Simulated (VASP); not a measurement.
# TaN (rocksalt type) (Fm-3m) in VASP: density of states with PBEsol

Aim: the density of states of TaN (rocksalt type) with PBEsol.

All numbers are computed with VASP 6.6.1; they aren't measurements. Logs are shortened: lines on timing, memory, paths and dates and some standing lists are left out, and cuts for length are marked.

### Step 1. The cell of the first run

The structure is cubic, space group Fm-3m (No. 225). Conventional cell: a = 4.376 Å, b = 4.376 Å, c = 4.376 Å, α = 90.00°, β = 90.00°, γ = 90.00°. Within 2.9 Å of Ta (site symmetry m-3m) lie 6 N at 2.19 Å. N (site symmetry m-3m) has 6 Ta at 2.19 Å within 2.9 Å.

### Step 2. Density of states, PBEsol

Contents of POSCAR:

```
TaN
1.0
    0.0000000000      2.1877951177      2.1877951177
    2.1877951177      0.0000000000      2.1877951177
    2.1877951177      2.1877951177      0.0000000000
Ta N
1 1
Direct
    0.0000000000      0.0000000000      0.0000000000
    0.5000000000      0.5000000000      0.5000000000
```

Contents of INCAR.step1:

```
PREC = Accurate ; ENCUT = 520
EDIFF = 1E-6 ; ISMEAR = -1
SIGMA = 0.08 ; LREAL = False
LASPH = True ; NELM = 100
ALGO = Normal ; ISIF = 2
LWAVE = False ; LCHARG = True
LMAXMIX = 4 ; GGA = PS
NBANDS = 15
```

Contents of KPOINTS.step1:

```
Automatic mesh
0
Gamma
  15 15 15
```

Contents of INCAR.step2:

```
PREC = Accurate ; ENCUT = 520
EDIFF = 1E-6 ; ISMEAR = -5
SIGMA = 0.08 ; LREAL = False
LASPH = True ; NELM = 100
ALGO = Normal ; ISIF = 2
LWAVE = False ; LCHARG = False
LMAXMIX = 4 ; GGA = PS
LORBIT = 11 ; NBANDS = 15
NEDOS = 1001 ; ICHARG = 11
```

Contents of KPOINTS.step2:

```
Automatic mesh
0
Gamma
  23 23 23
```

Potentials or basis: VASP PAW PBE potentials, release 64 (Ta_pv, N).

Launch:

```
$ cat potpaw_PBE.64/Ta_pv/POTCAR potpaw_PBE.64/N/POTCAR > POTCAR
$ cp INCAR.step1 INCAR
$ cp KPOINTS.step1 KPOINTS
$ mpirun -np 1 vasp_std > vasp.out
$ cp INCAR.step2 INCAR
$ cp KPOINTS.step2 KPOINTS
$ mpirun -np 1 vasp_std > vasp.out
```

OUTCAR:

```text
PREC = Accurate
   ENCUT = 520
   EDIFF = 1E-6
   ISMEAR = -5
   LREAL = False
   LASPH = True
   NELM = 100
   ISIF = 2
   GGA = PS
   LORBIT = 11
   ICHARG = 11

 ion  position               nearest neighbor table
   1  0.000  0.000  0.000-   2 2.19   2 2.19   2 2.19   2 2.19   2 2.19   2 2.19
   2  0.500  0.500  0.500-   1 2.19   1 2.19   1 2.19   1 2.19   1 2.19   1 2.19

  LATTYP: Found a face centered cubic cell.
 ALAT       =     4.3755902354

  Lattice vectors:

 A1 = (   0.0000000000,   2.1877951177,   2.1877951177)
 A2 = (   2.1877951177,   0.0000000000,   2.1877951177)
 A3 = (   2.1877951177,   2.1877951177,   0.0000000000)

Analysis of symmetry for initial positions (statically):
=====================================================================
 Subroutine PRICEL returns:
 Original cell was already a primitive cell.

 Routine SETGRP: Setting up the symmetry group for a
 face centered cubic supercell.

 Subroutine GETGRP returns: Found 48 space group operations
 (whereof 48 operations were pure point group operations)
 out of a pool of 48 trial point group operations.

The static configuration has the point symmetry O_h .

Analysis of symmetry for dynamics (positions and initial velocities):
=====================================================================
 Subroutine PRICEL returns:
 Original cell was already a primitive cell.

 Routine SETGRP: Setting up the symmetry group for a
 face centered cubic supercell.

 Subroutine GETGRP returns: Found 48 space group operations
 (whereof 48 operations were pure point group operations)
 out of a pool of 48 trial point group operations.

The dynamic configuration has the point symmetry O_h .

 Subroutine INISYM returns: Found 48 space group operations
 (whereof 48 operations are pure point group operations),
 and found     1 'primitive' translations

----------------------------------------------------------------------------------------

                                     Primitive cell

  volume of cell :      20.9435

  direct lattice vectors                    reciprocal lattice vectors
     0.000000000  2.187795118  2.187795118    -0.228540596  0.228540596  0.228540596
     2.187795118  0.000000000  2.187795118     0.228540596 -0.228540596  0.228540596
     2.187795118  2.187795118  0.000000000     0.228540596  0.228540596 -0.228540596

  length of vectors
     3.094009527  3.094009527  3.094009527     0.395843924  0.395843924  0.395843924

  position of ions in fractional coordinates (direct lattice)
     0.000000000  0.000000000  0.000000000
     0.500000000  0.500000000  0.500000000

  ion indices of the primitive-cell ions
   primitive index   ion index
                 1           1
                 2           2

----------------------------------------------------------------------------------------

 KPOINTS: Automatic mesh

Automatic generation of k-mesh.
 Grid dimensions read from file:
 generate k-points for:   23   23   23

 Generating k-lattice:

  Cartesian coordinates                     Fractional coordinates (reciprocal lattice)
    -0.009936548  0.009936548  0.009936548     0.043478261  0.000000000  0.000000000
     0.009936548 -0.009936548  0.009936548     0.000000000  0.043478261  0.000000000
     0.009936548  0.009936548 -0.009936548     0.000000000  0.000000000  0.043478261

  Length of vectors
     0.017210605  0.017210605  0.017210605

  Shift w.r.t. Gamma in fractional coordinates (k-lattice)
     0.000000000  0.000000000  0.000000000

 TETIRR: Found   1662 inequivalent tetrahedra from    73002

 Subroutine IBZKPT returns following result:
 ===========================================

 Found    364 irreducible k-points:

 Following reciprocal coordinates:
            Coordinates               Weight
  0.000000  0.000000  0.000000      1.000000
  0.043478  0.000000  0.000000      8.000000
  0.086957  0.000000  0.000000      8.000000
  0.130435  0.000000  0.000000      8.000000
  0.173913  0.000000  0.000000      8.000000
  0.217391  0.000000  0.000000      8.000000
[... 16 lines left out ...]
  0.478261  0.043478  0.000000     24.000000
 -0.478261  0.043478  0.000000     24.000000
 [... further k-points ...]
   k-points           NKPTS =    364   k-points in BZ     NKDIM =    364   number of bands    NBANDS=     15
   number of dos      NEDOS =   1001   number of ions     NIONS =      2
   total plane-waves  NPLWV =  13824
   dimension x,y,z NGX =    24 NGY =   24 NGZ =   24
   dimension x,y,z NGXF=    48 NGYF=   48 NGZF=   48
   ions per type =               1   1
   NGX,Y,Z   is equivalent  to a cutoff of  12.90, 12.90, 12.90 a.u.
   NGXF,Y,Z  is equivalent  to a cutoff of  25.79, 25.79, 25.79 a.u.
 SYSTEM =  unknown system
   PREC   = accura    normal or accurate (medium, high low for compatibility)
   ISTART =      0    job   : 0-new  1-cont  2-samecut
   ICHARG =     11    charge: 1-file 2-atom 10-const
   ISPIN  =      1    spin polarized calculation?
   LNONCOLLINEAR =      F non collinear calculations
   LSORBIT =      F    spin-orbit coupling
   LASPH  =      T    aspherical Exc in radial PAW
   ENCUT  =  520.0 eV  38.22 Ry    6.18 a.u.   5.75  5.75  5.75*2*pi/ulx,y,z
   NELM   =    100;   NELMIN=  2; NELMDL=  0     # of ELM steps
   EDIFF  = 0.1E-05   stopping-criterion for ELM
   LREAL  =      F    real-space projection
   EDIFFG = 0.1E-04   stopping-criterion for IOM
   NSW    =      0    number of steps for IOM
   IBRION =     -1    ionic relax: 0-MD 1-quasi-New 2-CG
   NFREE  =      0    steps in history (QN), initial steepest desc. (CG)
   ISIF   =      2    stress and relaxation
   ISYM   =      2    0-nonsym 1-usesym 2-fastsym
   POTIM  = 0.5000    time-step for ionic-motion
   TEBEG  =    0.0;   TEEND  =   0.0 temperature during run
   PSTRESS=    0.0 pullay stress
   NELECT =      16.0000    total number of electrons
   NUPDOWN=      -1.0000    fix difference up-down
   EMIN   =  10.00;   EMAX   =-10.00  energy-range for DOS
   EFERMI =   0.00;   METHOD = LEGACY
   ISMEAR =    -5;   SIGMA  =   0.08  broadening in eV -4-tet -1-fermi 0-gaus
   EFERMI_NEDOS =   21; number of points for ismear=-14 and -15
   IALGO  =     38    algorithm
   IMIX   =      4    mixing-type and parameters
     AMIX     =   0.40;   BMIX     =  1.00
     AMIX_MAG =   1.60;   BMIX_MAG =  1.00
  volume/ion in A,a.u.               =      10.47        70.67
  Fermi-wavevector in a.u.,A,eV,Ry     =   1.496574  2.828115 30.473425  2.239734
  Thomas-Fermi vector in A             =   2.608573
   LORBIT       =     11    0 simple, 1 ext, 2 COOP (PROOUT), +10 PAW based schemes
   GGA     = PS    functional components
   LHFCALC =     F    Hartree Fock is set to
   AEXX    =    0.0000 exact exchange contribution
   IVDW    =     0    specifies the selected vdW correction
   LEPSILON=     F    determine dielectric tensor
   LRPA    =     F    only Hartree local field effects (RPA)
 non-spin polarized calculation
 Fermi weights with tetrahedron method with Bloechl corrections
  energy-cutoff  :      520.00
  volume of cell :       20.94
 maximum number of plane-waves:       578

 number of electron      16.0000001 magnetization

 Free energy of the ion-electron system (eV)
  ---------------------------------------------------
  ext. energy  EPLUGINS =         0.00000000
  ---------------------------------------------------
  free energy    TOTEN  =       -23.21359460 eV

  energy without entropy =      -23.21359460  energy(sigma->0) =      -23.21359460

 E-fermi :   9.5446     XC(G=0): -13.6730

 val. band max:        9.5648163008   @ k =  -0.3043   0.1304   0.0000
 cond. band min:       9.5441907324   @ k =  -0.4783   0.1739   0.0870
 fundamental gap:     -0.0206255683
 Fermi energy:         9.5445894403

 k-point     1 :       0.0000    0.0000    0.0000
  band No.  band energies     occupation
      1     -26.1275      2.00000
      2     -26.1275      2.00000
      3     -26.1275      2.00000
      4      -9.3840      2.00000
      5       5.7111      2.00000
      6       5.7111      2.00000
      7       5.7111      2.00000
      8       7.3774      2.00000
      9       7.3774      2.00000
     10       7.3774      2.00000
     11       9.5782      0.00000
     12       9.5782      0.00000
     13      11.2235      0.00000
     14      18.9309      0.00000
     15      21.9465      0.00000

 k-point     2 :       0.0435    0.0000    0.0000
  band No.  band energies     occupation
      1     -26.1460      2.00000
      2     -26.1292      2.00000
      3     -26.1292      2.00000
      4      -9.3357      2.00000
      5       5.4349      2.00000
      6       5.5267      2.00000
      7       5.5267      2.00000
      8       7.4617      2.00000
      9       7.4617      2.00000
     10       7.5117      2.00000
     11       9.7824      0.00000
     12       9.7824      0.00000
     13      11.3672      0.00000
     14      19.0787      0.00000
     15      21.9464      0.00000

 k-point     3 :       0.0870    0.0000    0.0000
  band No.  band energies     occupation
      1     -26.1995      2.00000
      2     -26.1340      2.00000
      3     -26.1340      2.00000
      4      -9.1936      2.00000
      5       4.8030      2.00000
      6       5.0895      2.00000
      7       5.0895      2.00000
      8       7.6680      2.00000
      9       7.6680      2.00000
     10       7.7575      2.00000
     11      10.3228      0.00000
     12      10.3228      0.00000
     13      11.7642      0.00000
     14      19.5061      0.00000
     15      21.9460      0.00000

 k-point     4 :       0.1304    0.0000    0.0000
  band No.  band energies     occupation
      1     -26.2832      2.00000
      2     -26.1416      2.00000
      3     -26.1416      2.00000
      4      -8.9651      2.00000
      5       4.0299      2.00000
      6       4.5588      2.00000
      7       4.5588      2.00000
      8       7.9574      2.00000
      9       7.9574      2.00000
     10       7.9961      2.00000
     11      11.0706      0.00000
     12      11.0706      0.00000
     13      12.3327      0.00000
     14      20.1640      0.00000
     15      21.9455      0.00000
[... 307 lines left out ...]
 k-point    22 :       0.4348    0.0435    0.0000
  band No.  band energies     occupation
      1     -26.9816      2.00000
      2     -26.2190      2.00000
      3     -26.2153      2.00000
      4      -6.5092      2.00000
      5      -0.5700      2.00000
      6       1.9666      2.00000
      7       2.0726      2.00000
      8      10.3905      0.00000
      9      11.2985      0.00000
     10      11.3339      0.00000
     11      14.1924      0.00000
     12      16.3726      0.00000
     13      16.9665      0.00000
     14      21.2072      0.00000
     15      22.0091      0.00000

 k-point    23 :       0.4783    0.0435    0.0000
  band No.  band energies     occupation
      1     -27.0219      2.00000
      2     -26.2229      2.00000
      3     -26.2201      2.00000
      4      -6.3057      2.00000
      5      -0.8444      2.00000
      6       1.8868      2.00000
      7       1.9344      2.00000
      8      10.9576      0.00000
      9      11.5184      0.00000
     10      11.5798      0.00000
     11      13.7956      0.00000
     12      16.9463      0.00000
     13      17.2448      0.00000
     14      21.1424      0.00000
     15      21.9875      0.00000

 k-point    24 :      -0.4783    0.0435    0.0000
  band No.  band energies     occupation
      1     -27.0321      2.00000
      2     -26.2274      2.00000
      3     -26.2177      2.00000
      4      -6.2506      2.00000
      5      -0.9174      2.00000
      6       1.8764      2.00000
      7       1.8894      2.00000
      8      11.3068      0.00000
      9      11.4791      0.00000
     10      11.5543      0.00000
     11      13.6722      0.00000
     12      17.1800      0.00000
     13      17.2471      0.00000
     14      21.1260      0.00000
     15      21.9295      0.00000

 [... further k-points ...]
[... 5 lines left out ...]
  --------------------------------------------------------------------------------------
  -------------------------------------------------------------------------------------
  Total        0.1202272      0.1202272      0.1202272     -0.0000000     -0.0000000     -0.0000000
  in kB        9.1973619      9.1973619      9.1973619     -0.0000000     -0.0000000     -0.0000000
  external PRESSURE =       9.1973619 kB  Pullay stress =       0.0000000 kB

 VOLUME and BASIS-vectors are now :
 -----------------------------------------------------------------------------
  energy-cutoff  :      520.00
  volume of cell :       20.94
      direct lattice vectors                 reciprocal lattice vectors
     0.000000000  2.187795118  2.187795118    -0.228540596  0.228540596  0.228540596
     2.187795118  0.000000000  2.187795118     0.228540596 -0.228540596  0.228540596
     2.187795118  2.187795118  0.000000000     0.228540596  0.228540596 -0.228540596

 POSITION                                       TOTAL-FORCE (eV/Angst)
 -----------------------------------------------------------------------------------
      0.00000      0.00000      0.00000         0.000000      0.000000      0.000000
      2.18780      2.18780      2.18780        -0.000000     -0.000000     -0.000000
 -----------------------------------------------------------------------------------
    total drift:                                0.000000     -0.000000     -0.000000

  FREE ENERGIE OF THE ION-ELECTRON SYSTEM (eV)
  ---------------------------------------------------
  free  energy   TOTEN  =       -23.2135946015 eV

  energy  without entropy=      -23.2135946015  energy(sigma->0) =      -23.21359460

 total charge

# of ion       s       p       d       tot
------------------------------------------
    1        0.278   6.232   2.479   8.988
    2        1.223   2.538   0.000   3.761
--------------------------------------------------
tot          1.501   8.770   2.479  12.749
```

Run time: 95 s. Hardware: 1 thread of Intel Xeon 6975P-C, shared host; peak memory 0.23 GiB.

Results:

```
Valence electrons inside the program's atomic spheres : Ta 8.99; N 3.76
```

Caveat: the PAW data sets were made with another functional, which shifts forces and pressure a little; spin-orbit coupling is left out, which moves the levels of the heavy elements; tetrahedron occupations give inexact forces and stress in metals.
